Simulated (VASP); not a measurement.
Write the native input for VASP 6.6.1 that does the following.

* Task: electric field gradients
* Functional: PBE
* Potentials or basis: VASP PAW PBE potentials, release 64 (K_sv, Ta_pv, O)
* Cutoff: 520 eV
* k mesh: 5 × 5 × 5
* Occupations: fermi-dirac, width 0.01 eV
* Spin: no spin polarisation
* Dipole correction: no
* Further INCAR settings: ALGO = Normal; EDIFF = 1e-08; NBANDS = 27

The structure of KTaO3 lies in POSCAR:

```
KTaO3
1.0
    3.9883000000      0.0000000000      0.0000000000
    0.0000000000      3.9883000000      0.0000000000
    0.0000000000      0.0000000000      4.0281830000
K Ta O
1 1 3
Direct
    0.5000000000      0.5000000000      0.5000000000
    0.0000000000      0.0000000000      0.0000000000
    0.5000000000      0.0000000000      0.0000000000
    0.0000000000      0.5000000000      0.0000000000
    0.0000000000      0.0000000000      0.5000000000
```

This cell differs from its parent crystal: zz strain of +1 %.

These files were run (other wordings do the same):

INCAR

```
ALGO     = Normal         # electronic algorithm
EDIFF    = 1E-8           # SCF threshold, eV
ENCUT    = 520            # plane-wave cutoff, eV
GGA      = PE             # functional
ISIF     = 2              # what is computed and relaxed
ISMEAR   = -1             # smearing method
LASPH    = True           # aspherical terms in the spheres
LCHARG   = False          # write CHGCAR
LEFG     = True         
LREAL    = False          # projectors in reciprocal space
LWAVE    = False          # write WAVECAR
NBANDS   = 27             # bands
NELM     = 60             # most SCF steps
PREC     = Accurate       # precision mode
SIGMA    = 0.01           # smearing width, eV
```

KPOINTS

```
k-points
0
Gamma
  5 5 5
```

Potentials or basis: VASP PAW PBE potentials, release 64 (K_sv, Ta_pv, O).

Command:

```console
$ cat potpaw_PBE.64/K_sv/POTCAR potpaw_PBE.64/Ta_pv/POTCAR potpaw_PBE.64/O/POTCAR > POTCAR
$ mpirun -np 1 vasp_std > vasp.out
```

Results of the run:

The pressure is 4.0 GPa. The band gap on the k mesh is 2.25 eV, indirect (least direct gap 2.76 eV).

Caveat: the cell differs from its parent crystal (zz strain of +1 %); without QUAD_EFG the Cq values of the log hold for a quadrupole moment of 1 mb, not for the nuclei; spin-orbit coupling is left out, which moves the levels of the heavy elements.

It took 100 s on 1 thread of Intel Xeon 8259CL, with other jobs on the host, peak memory 0.18 GiB.
